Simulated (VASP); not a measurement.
# Pt4Au in VASP: single point with PBEsol

Aim: the single point of Pt4Au with PBEsol.

All numbers are computed with VASP 6.6.1; they aren't measurements. Logs are shortened: lines on timing, memory, paths and dates and some standing lists are left out, and cuts for length are marked.

### Step 1. The cell of the first run

The cell holds a slab with vacuum, 5 atoms: a = 2.772 Å, b = 3.920 Å, c = 21.543 Å, α = 90.00°, β = 90.00°, γ = 90.00°.

### Step 2. Single point, PBEsol

The input, INCAR:

```
SYSTEM = Pt4Au
ALGO = Normal
DIPOL = 0.5 0.5 0.500
EDIFF = 1E-6
ENCUT = 520
GGA = PS
IDIPOL = 3
ISIF = 2
ISMEAR = -1
LASPH = .True.
LCHARG = .False.
LDIPOL = .True.
LREAL = .False.
LWAVE = .False.
NBANDS = 34
NELM = 80
PREC = Accurate
SIGMA = 0.1
```

The input, KPOINTS:

```
k-points
0
Gamma
  12 9 1
  0 0 0
```

The input, POSCAR:

```
Pt4Au
1.0
    2.7716650196      0.0000000000      0.0000000000
    0.0000000000      3.9197262610      0.0000000000
    0.0000000000      0.0000000000     21.5433000000
Au Pt
1 4
Direct
    0.0000000000      0.0000000000      0.3775261929
    0.5000000000      0.5000000000      0.4317546603
    0.0000000000      0.0000000000      0.5000000018
    0.5000000000      0.5000000000      0.5682453384
    0.0000000000      0.0000000000      0.6224738066
```

Potentials or basis: VASP PAW PBE potentials, release 64 (Au, Pt).

Started as:

```sh
$ cat potpaw_PBE.64/Au/POTCAR potpaw_PBE.64/Pt/POTCAR > POTCAR
$ mpirun -np 1 vasp_std > vasp.out
```

OUTCAR:

```text
SYSTEM = Pt4Au
   EDIFF = 1E-6
   ENCUT = 520
   GGA = PS
   ISIF = 2
   ISMEAR = -1
   LASPH = .True.
   LREAL = .False.
   NELM = 80
   PREC = Accurate

 ion  position               nearest neighbor table
   1  0.000  0.000  0.378-   3 2.64   2 2.67   2 2.67   2 2.67   2 2.67
   2  0.500  0.500  0.432-   1 2.67   1 2.67   1 2.67   1 2.67   3 2.81   3 2.81   3 2.81   3 2.81
                             4 2.94
   3  0.000  0.000  0.500-   5 2.64   1 2.64   4 2.81   4 2.81   4 2.81   4 2.81   2 2.81   2 2.81
                             2 2.81   2 2.81
   4  0.500  0.500  0.568-   5 2.67   5 2.67   5 2.67   5 2.67   3 2.81   3 2.81   3 2.81   3 2.81
                             2 2.94
   5  0.000  0.000  0.622-   3 2.64   4 2.67   4 2.67   4 2.67   4 2.67

  LATTYP: Found a simple orthorhombic cell.
 ALAT       =     2.7716650196
 B/A-ratio  =     1.4142135623
 C/A-ratio  =     7.7726925323

  Lattice vectors:

 A1 = (   2.7716650196,   0.0000000000,   0.0000000000)
 A2 = (   0.0000000000,   3.9197262610,   0.0000000000)
 A3 = (   0.0000000000,   0.0000000000,  21.5433000000)

Analysis of symmetry for initial positions (statically):
=====================================================================
 Subroutine PRICEL returns:
 Original cell was already a primitive cell.

 Routine SETGRP: Setting up the symmetry group for a
 simple orthorhombic supercell.

 Subroutine GETGRP returns: Found  4 space group operations
 (whereof  4 operations were pure point group operations)
 out of a pool of  8 trial point group operations.

The static configuration has the point symmetry C_2v.

Analysis of symmetry for dynamics (positions and initial velocities):
=====================================================================
 Subroutine PRICEL returns:
 Original cell was already a primitive cell.

 Routine SETGRP: Setting up the symmetry group for a
 simple orthorhombic supercell.

 Subroutine GETGRP returns: Found  4 space group operations
 (whereof  4 operations were pure point group operations)
 out of a pool of  8 trial point group operations.

The dynamic configuration has the point symmetry C_2v.

 Subroutine INISYM returns: Found  4 space group operations
 (whereof  4 operations are pure point group operations),
 and found     1 'primitive' translations

----------------------------------------------------------------------------------------

                                     Primitive cell

  volume of cell :     234.0500

  direct lattice vectors                    reciprocal lattice vectors
     2.771665020  0.000000000  0.000000000     0.360793961  0.000000000  0.000000000
     0.000000000  3.919726261  0.000000000     0.000000000  0.255119856  0.000000000
     0.000000000  0.000000000 21.543300000     0.000000000  0.000000000  0.046418144

  length of vectors
     2.771665020  3.919726261 21.543300000     0.360793961  0.255119856  0.046418144

  position of ions in fractional coordinates (direct lattice)
     0.000000000  0.000000000  0.377526193
     0.500000000  0.500000000  0.431754660
     0.000000000  0.000000000  0.500000002
     0.500000000  0.500000000  0.568245338
     0.000000000  0.000000000  0.622473807

  ion indices of the primitive-cell ions
   primitive index   ion index
                 1           1
                 2           2
                 3           3
                 4           4
                 5           5

----------------------------------------------------------------------------------------

 KPOINTS: k-points

Automatic generation of k-mesh.
 Grid dimensions read from file:
 generate k-points for:   12    9    1

 Generating k-lattice:

  Cartesian coordinates                     Fractional coordinates (reciprocal lattice)
     0.030066163  0.000000000  0.000000000     0.083333333  0.000000000  0.000000000
     0.000000000  0.028346651  0.000000000     0.000000000  0.111111111  0.000000000
     0.000000000  0.000000000  0.046418144     0.000000000  0.000000000  1.000000000

  Length of vectors
     0.030066163  0.028346651  0.046418144

  Shift w.r.t. Gamma in fractional coordinates (k-lattice)
     0.000000000  0.000000000  0.000000000

 Subroutine IBZKPT returns following result:
 ===========================================

 Found     35 irreducible k-points:

 Following reciprocal coordinates:
            Coordinates               Weight
  0.000000  0.000000  0.000000      1.000000
  0.083333  0.000000  0.000000      2.000000
  0.166667  0.000000  0.000000      2.000000
  0.250000  0.000000  0.000000      2.000000
  0.333333  0.000000  0.000000      2.000000
  0.416667  0.000000  0.000000      2.000000
[... 16 lines left out ...]
  0.083333  0.333333  0.000000      4.000000
  0.166667  0.333333  0.000000      4.000000
 [... further k-points ...]
   k-points           NKPTS =     35   k-points in BZ     NKDIM =     35   number of bands    NBANDS=     34
   number of dos      NEDOS =    301   number of ions     NIONS =      5
   total plane-waves  NPLWV = 115200
   dimension x,y,z NGX =    24 NGY =   30 NGZ =  160
   dimension x,y,z NGXF=    48 NGYF=   60 NGZF=  320
   ions per type =               1   4
   NGX,Y,Z   is equivalent  to a cutoff of  14.40, 12.72, 12.35 a.u.
   NGXF,Y,Z  is equivalent  to a cutoff of  28.79, 25.45, 24.69 a.u.
 SYSTEM =  Pt4Au
   PREC   = accura    normal or accurate (medium, high low for compatibility)
   ISTART =      0    job   : 0-new  1-cont  2-samecut
   ICHARG =      2    charge: 1-file 2-atom 10-const
   ISPIN  =      1    spin polarized calculation?
   LNONCOLLINEAR =      F non collinear calculations
   LSORBIT =      F    spin-orbit coupling
   LASPH  =      T    aspherical Exc in radial PAW
   ENCUT  =  520.0 eV  38.22 Ry    6.18 a.u.   5.15  7.29 40.06*2*pi/ulx,y,z
   NELM   =     80;   NELMIN=  2; NELMDL= -5     # of ELM steps
   EDIFF  = 0.1E-05   stopping-criterion for ELM
   LREAL  =      F    real-space projection
   EDIFFG = 0.1E-04   stopping-criterion for IOM
   NSW    =      0    number of steps for IOM
   IBRION =     -1    ionic relax: 0-MD 1-quasi-New 2-CG
   NFREE  =      0    steps in history (QN), initial steepest desc. (CG)
   ISIF   =      2    stress and relaxation
   ISYM   =      2    0-nonsym 1-usesym 2-fastsym
   POTIM  = 0.5000    time-step for ionic-motion
   TEBEG  =    0.0;   TEEND  =   0.0 temperature during run
   PSTRESS=    0.0 pullay stress
   NELECT =      51.0000    total number of electrons
   NUPDOWN=      -1.0000    fix difference up-down
   EMIN   =  10.00;   EMAX   =-10.00  energy-range for DOS
   EFERMI =   0.00;   METHOD = LEGACY
   ISMEAR =    -1;   SIGMA  =   0.10  broadening in eV -4-tet -1-fermi 0-gaus
   EFERMI_NEDOS =   21; number of points for ismear=-14 and -15
   IALGO  =     38    algorithm
   IMIX   =      4    mixing-type and parameters
     AMIX     =   0.40;   BMIX     =  1.00
     AMIX_MAG =   1.60;   BMIX_MAG =  1.00
  volume/ion in A,a.u.               =      46.81       315.89
  Fermi-wavevector in a.u.,A,eV,Ry     =   0.985134  1.861633 13.204305  0.970489
  Thomas-Fermi vector in A             =   2.116419
   LORBIT       =      0    0 simple, 1 ext, 2 COOP (PROOUT), +10 PAW based schemes
   GGA     = PS    functional components
   LHFCALC =     F    Hartree Fock is set to
   AEXX    =    0.0000 exact exchange contribution
   IVDW    =     0    specifies the selected vdW correction
   LEPSILON=     F    determine dielectric tensor
   LRPA    =     F    only Hartree local field effects (RPA)
 non-spin polarized calculation
  energy-cutoff  :      520.00
  volume of cell :      234.05
 maximum number of plane-waves:      6364
 NGX is ok and might be reduce to    24
   NGX = 11   NGY = 15   NGZ = 81

 dipolmoment           0.000000      0.000000     -0.016553 electrons x Angstroem

 number of electron      50.9999997 magnetization

 dipolmoment           0.000000      0.000000      0.010632 electrons x Angstroem

 Free energy of the ion-electron system (eV)
  ---------------------------------------------------
  ext. energy  EPLUGINS =         0.00000000
  ---------------------------------------------------
  free energy    TOTEN  =       -29.09606816 eV

  energy without entropy =      -28.84374112  energy(sigma->0) =      -28.96990464

 E-fermi :  -0.0482     XC(G=0):  -5.2490

 val. band max:       -0.0506409501   @ k =   0.0833   0.2222   0.0000
 cond. band min:      -0.0456822078   @ k =   0.2500   0.1111   0.0000
 fundamental gap:      0.0049587424
 Fermi energy:        -0.0482106123

 k-point     1 :       0.0000    0.0000    0.0000
  band No.  band energies     occupation
      1      -9.5329      2.00000
      2      -7.8247      2.00000
      3      -6.7834      2.00000
      4      -6.2499      2.00000
      5      -6.0880      2.00000
      6      -5.6086      2.00000
[... 26 lines left out ...]
     33       5.4835      0.00000
     34       6.7623      0.00000

 k-point     2 :       0.0833    0.0000    0.0000
  band No.  band energies     occupation
      1      -9.3516      2.00000
      2      -7.6625      2.00000
      3      -6.6134      2.00000
      4      -6.0733      2.00000
      5      -5.9901      2.00000
      6      -5.4432      2.00000
[... 26 lines left out ...]
     33       5.6221      0.00000
     34       6.9904      0.00000

 k-point     3 :       0.1667    0.0000    0.0000
  band No.  band energies     occupation
      1      -8.8372      2.00000
      2      -7.2611      2.00000
      3      -6.1794      2.00000
      4      -5.7621      2.00000
      5      -5.6083      2.00000
      6      -5.3549      2.00000
[... 26 lines left out ...]
     33       6.0238      0.00000
     34       7.2445      0.00000

 k-point     4 :       0.2500    0.0000    0.0000
  band No.  band energies     occupation
      1      -8.0841      2.00000
      2      -6.9083      2.00000
      3      -5.8036      2.00000
      4      -5.7485      2.00000
      5      -5.4906      2.00000
      6      -5.2960      2.00000
[... 26 lines left out ...]
     33       6.7485      0.00000
     34       7.1848      0.00000

 k-point     5 :       0.3333    0.0000    0.0000
  band No.  band energies     occupation
      1      -7.2697      2.00000
      2      -6.8540      2.00000
      3      -6.1765      2.00000
      4      -5.8225      2.00000
      5      -5.6455      2.00000
      6      -5.3508      2.00000
[... 621 lines left out ...]
 k-point    22 :       0.0000    0.3333    0.0000
  band No.  band energies     occupation
      1      -8.2918      2.00000
      2      -7.4385      2.00000
      3      -6.6120      2.00000
      4      -6.5661      2.00000
      5      -6.1535      2.00000
      6      -5.5649      2.00000
[... 26 lines left out ...]
     33       5.9039      0.00000
     34       6.3782      0.00000

 k-point    23 :       0.0833    0.3333    0.0000
  band No.  band energies     occupation
      1      -8.1310      2.00000
      2      -7.2623      2.00000
      3      -6.4184      2.00000
      4      -6.3670      2.00000
      5      -5.9677      2.00000
      6      -5.5137      2.00000
[... 26 lines left out ...]
     33       6.0177      0.00000
     34       6.5236      0.00000

 k-point    24 :       0.1667    0.3333    0.0000
  band No.  band energies     occupation
      1      -7.7132      2.00000
      2      -6.7962      2.00000
      3      -5.9246      2.00000
      4      -5.8354      2.00000
      5      -5.5535      2.00000
      6      -5.3136      2.00000
[... 26 lines left out ...]
     33       6.3598      0.00000
     34       6.9576      0.00000

 [... further k-points ...]

------------------------ aborting loop because EDIFF is reached ----------------------------------------

 vacuum level on the upper side and lower side of the slab       (xc-potential included)        -0.055        -0.248

  FORCE on cell =-STRESS in cart. coord.  units (eV):
  Direction    XX          YY          ZZ          XY          YZ          ZX
  --------------------------------------------------------------------------------------
  -------------------------------------------------------------------------------------
  Total       -2.7997417      0.7942857      3.1990183      0.0000000      0.0000000      0.0000000
  in kB      -19.1654860      5.4372418     21.8987133      0.0000000      0.0000000      0.0000000
  external PRESSURE =       2.7234897 kB  Pullay stress =       0.0000000 kB

 VOLUME and BASIS-vectors are now :
 -----------------------------------------------------------------------------
  energy-cutoff  :      520.00
  volume of cell :      234.05
      direct lattice vectors                 reciprocal lattice vectors
     2.771665020  0.000000000  0.000000000     0.360793961  0.000000000  0.000000000
     0.000000000  3.919726261  0.000000000     0.000000000  0.255119856  0.000000000
     0.000000000  0.000000000 21.543300000     0.000000000  0.000000000  0.046418144

 POSITION                                       TOTAL-FORCE (eV/Angst)
 -----------------------------------------------------------------------------------
      0.00000      0.00000      8.13316         0.000000      0.000000     -1.531749
      1.38583      1.95986      9.30142         0.000000      0.000000      0.853692
      0.00000      0.00000     10.77165         0.000000      0.000000      0.529631
      1.38583      1.95986     12.24188         0.000000      0.000000     -0.069693
      0.00000      0.00000     13.41014         0.000000      0.000000      0.218119
 -----------------------------------------------------------------------------------
    total drift:                                0.000000     -0.000000      0.000102

  FREE ENERGIE OF THE ION-ELECTRON SYSTEM (eV)
  ---------------------------------------------------
  free  energy   TOTEN  =       -29.0960681603 eV

  energy  without entropy=      -28.8437411181  energy(sigma->0) =      -28.96990464

 vacuum level on the upper side and lower side of the slab         5.222         5.006
```

Wall time 16 min (1 thread of Intel Xeon 8259CL, shared host); peak memory 0.48 GiB.

Results:

```yaml
Free_energy: -29.0961 eV
Largest_force: 1.532 eV/Å
Band_gap_on_the_k_mesh: zero (an odd number of electrons rules out a gap without spin polarisation)
```

Forces in eV/Å, atoms in the order of the input:
```
Au   0.000  0.000 -1.532
Pt   0.000  0.000  0.854
Pt   0.000  0.000  0.530
Pt   0.000  0.000 -0.070
Pt   0.000  0.000  0.218
```

Levels at points of the mesh, in eV from the Fermi level:
```tsv
k point	band 22	band 23	band 24	band 25	band 26	band 27	band 28	band 29	band 30	band 31
(0.00, 0.00, 0.00)	-1.47	-1.23	-0.77	-0.30	-0.20	-0.11	0.47	1.77	3.33	4.64
(0.50, 0.00, 0.00)	-0.16	-0.06	0.01	0.48	1.54	2.02	2.28	2.32	2.52	5.06
```

Caveat: the PAW data sets were made with another functional, which shifts forces and pressure a little; spin-orbit coupling is left out, which moves the levels of the heavy elements.
